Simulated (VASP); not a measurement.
**CaSe: single point with PBEsol**

The system is CaSe.

```xyz
2
Lattice="0.0000 2.9340 2.9340 2.9340 0.0000 2.9340 2.9340 2.9340 0.0000" Properties=species:S:1:pos:R:3 pbc="T T T"
Ca    0.0000    0.0000    0.0000
Se    2.9340    2.9340    2.9340
```

```
Program                : VASP 6.6.1
Task                   : single point
Functional             : PBEsol
Potentials or basis    : VASP PAW PBE potentials, release 64 (Ca_sv, Se)
Cutoff                 : 500 eV
k mesh                 : 8 × 8 × 8
Occupations            : gaussian, width 0.02 eV
Spin                   : no spin polarisation
Dipole correction      : no
Further INCAR settings : ALGO = Normal; EDIFF = 1e-06; NBANDS = 15
```

The pressure is 0.2 GPa and the band gap on the k mesh is 1.87 eV (least direct gap 2.84 eV).

Levels at points of the mesh, in eV from the valence-band top:
| k point | band 6 | band 7 | band 8 | band 9 | band 10 | band 11 |
| --- | --- | --- | --- | --- | --- | --- |
| (0.00, 0.00, 0.00) | 0.00 | 0.00 | 0.00 | 3.31 | 3.64 | 3.64 |
| (0.50, 0.00, 0.00) | -3.43 | -1.27 | -1.27 | 4.42 | 5.51 | 5.54 |
| (0.50, 0.50, 0.00) | -2.62 | -0.97 | -0.97 | 1.87 | 5.04 | 5.07 |

It took 36 s on 1 thread of Intel Xeon 8259CL, with other jobs on the host, peak memory 0.15 GiB.

Caveat: the PAW data sets were made with another functional, which shifts forces and pressure a little. A k mesh can miss the band edges.
